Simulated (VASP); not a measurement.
A run of VASP 6.6.1 is set up as follows.

The input INCAR:

```
PREC     = Accurate       # precision mode
ENCUT    = 520            # plane-wave cutoff, eV
EDIFF    = 1E-7           # SCF threshold, eV
ISMEAR   = 0              # smearing method
SIGMA    = 0.1            # smearing width, eV
LREAL    = False          # projectors in reciprocal space
LASPH    = True           # aspherical terms in the spheres
NELM     = 150            # most SCF steps
ALGO     = Normal         # electronic algorithm
ISIF     = 2              # what is computed and relaxed
LWAVE    = False          # write WAVECAR
LCHARG   = True           # write CHGCAR
ISPIN    = 2              # spin polarisation
MAGMOM   = 0 0 0 0 1      # initial moments
LORBIT   = 11             # projections on sites
GGA      = PE             # functional
LELF     = True           # ELF
LVHAR    = True         
NBANDS   = 40             # bands
```

The input KPOINTS:

```
Automatic mesh
0
Gamma
  4 4 4
```

Contents of POSCAR:

```
Cd3InO
1.0
    3.9287339700      0.0000000000      0.0000000000
    0.0000000000      3.9287339700      0.0000000000
    0.0000000000      0.0000000000      6.6852133600
Cd In O
3 1 1
Direct
    0.0000000000      0.0000000000      0.7124063800
    0.5000000000      0.0000000000      0.4414189600
    0.0000000000      0.5000000000      0.4414189600
    0.0000000000      0.0000000000      0.0193621900
    0.0000000000      0.0000000000      0.4644610600
```

Potentials or basis: VASP PAW PBE potentials, release 64 (Cd, In_d, O).

Launch:

```console
$ cat potpaw_PBE.64/Cd/POTCAR potpaw_PBE.64/In_d/POTCAR potpaw_PBE.64/O/POTCAR > POTCAR
$ mpirun -np 1 vasp_std > vasp.out
```

**Question.** What does it give for the net moment?

**Answer.** 0.00 μB per cell.

**Question.** Estimate the pressure.

**Answer.** 65.4 GPa.

Forces on the atoms (eV/Å):
```
Cd    0.000   0.000   8.638
Cd    0.000   0.000  -3.346
Cd    0.000   0.000  -3.346
In    0.000   0.000  14.835
O     0.000   0.000 -16.781
```

Caveat: the k points lie up to 0.40 Å⁻¹ apart; forces of over 1 eV/Å act on the atoms, so gaps and moduli don't describe the material at rest.
